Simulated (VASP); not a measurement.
C:

```xyz
1
Lattice="1.0696 -1.6567 0.0000 1.0696 1.6567 0.0000 0.0000 0.0000 1.5830" Properties=species:S:1:pos:R:3 pbc="T T T"
C     0.0000    0.0000    0.7915
```

| Property | Result |
| --- | --- |
| Program | VASP 6.6.1 |
| Task | relaxation of cell and atoms |
| Functional | PBE |
| Potentials or basis | VASP PAW PBE potentials, release 64 (C) |
| Cutoff | 600 eV |
| k mesh | 30 × 30 × 34 |
| Occupations | gaussian, width 0.1 eV |
| Spin | no spin polarisation |

At the start: pressure 0.4 GPa; volume 5.61 Å³/atom.

Task: Where does the relaxation end?

Result: Over 12 steps the energy falls by 164.6 meV/atom and the volume is 5.65 Å³/atom (+0.7 %); space group P4/mmm (No. 123, to 0.05 Å).

The path:
```csv
step,energy change (eV),largest force (eV/Å),pressure (GPa),volume (Å³)
1,0.0000,0.0000,0.45,5.61
2,-0.0040,0.0000,-0.20,5.62
3,-0.0253,0.0000,-1.80,5.65
4,-0.0876,0.0000,-4.19,5.70
5,-0.1627,0.0000,-1.49,5.68
6,-0.1645,0.0000,-0.79,5.67
7,-0.1646,0.0000,-0.63,5.67
8,-0.1633,0.0000,4.93,5.57
9,-0.1646,0.0000,0.11,5.65
10,-0.1646,0.0000,0.18,5.65
11,-0.1646,0.0000,-0.25,5.65
12,-0.1646,0.0000,0.02,5.65
```

Final structure:
```xyz
1
Lattice="1.3168 -1.3290 0.0000 1.3168 1.3290 0.0000 0.0000 0.0000 1.6144" Properties=species:S:1:pos:R:3 pbc="T T T"
C     0.0000    0.0000    0.8072
```
